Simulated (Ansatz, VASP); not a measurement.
**MnO: VASP beside Ansatz**

```
Mn O
1.0
     0.00000    2.20709    2.20709
     2.20709    0.00000    2.20709
     2.20709    2.20709    0.00000
Mn O
1 1
Direct
  0.00000 0.00000 0.00000
  0.50000 0.50000 0.50000
```

Change from the starting cell: volume scaled by 0.98.

Alike in both runs: task single point; functional PBE; k mesh 16 × 16 × 16; occupations fermi-dirac, width 0.05 eV; collinear spin.

|  | VASP | Ansatz |
| --- | --- | --- |
| version | VASP 6.6.1 | Ansatz 0.2.0 |
| potentials or method | VASP PAW PBE potentials, release 64 (Mn_pv, O), cutoff 520 eV | all-electron LAPW, scalar-relativistic |

Ansatz gave:

| Quantity | Value |
| --- | --- |
| pressure (GPa) | 2.0 |
| net moment per atom (μB) | 2.35 |
| size of the moment on the site where the two differ most (μB) | 0.23 |

**Question.** What did VASP give for the same quantities?

**Answer.** Pressure (GPa): 2.2; net moment per atom (μB): 2.35; size of the moment on the site where the two differ most (μB): 0.20.

Site moments also hang on the region over which each program counts them. Ansatz ran all-electron here, and VASP with PAW potentials.
